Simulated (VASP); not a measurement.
Ru:

```
Ru
1.0
     2.45904    0.00000    0.00000
     0.00000    2.45904    0.00000
     0.00000    0.00000    2.45904
Ru
1
Cartesian
  0.0000 0.0000 0.0000
```

- Program: VASP 6.6.1
- Task: relaxation of cell and atoms
- Functional: PBE
- Potentials or basis: VASP PAW PBE potentials, release 64 (Ru_pv)
- Cutoff: 600 eV
- k mesh: 15 × 15 × 15
- Occupations: fermi-dirac, width 0.1 eV
- Spin: no spin polarisation

At the start: pressure 16.5 GPa; volume 14.87 Å³/atom.

How do energy, volume and symmetry change on relaxing?

Over 16 steps the energy falls by 47.7 meV/atom and the volume is 15.85 Å³/atom (+6.6 %); space group Pm-3m (No. 221, to 0.05 Å).

The path:
```csv
step,energy change (eV),largest force (eV/Å),pressure (GPa),volume (Å³)
1,0.0000,0.0000,16.53,14.87
2,0.1654,0.0000,-22.91,18.42
3,-0.0476,0.0000,-0.77,15.91
4,-0.0477,0.0000,-0.06,15.86
5,-0.0477,0.0000,0.22,15.84
6,-0.0477,0.0000,0.24,15.84
7,-0.0477,0.0000,0.19,15.84
8,-0.0477,0.0000,0.18,15.84
9,-0.0477,0.0000,0.18,15.84
10,-0.0477,0.0000,0.18,15.84
11,-0.0477,0.0000,0.19,15.84
12,-0.0477,0.0000,0.19,15.84
13,-0.0477,0.0000,0.20,15.84
14,-0.0477,0.0000,0.15,15.84
15,-0.0477,0.0000,0.11,15.85
16,-0.0477,0.0000,0.04,15.85
```

Final structure:
```
Ru
1.0
     2.51214    0.00000    0.00000
     0.00000    2.51214    0.00000
     0.00000    0.00000    2.51214
Ru
1
Direct
  0.00000 0.00000 0.00000
```
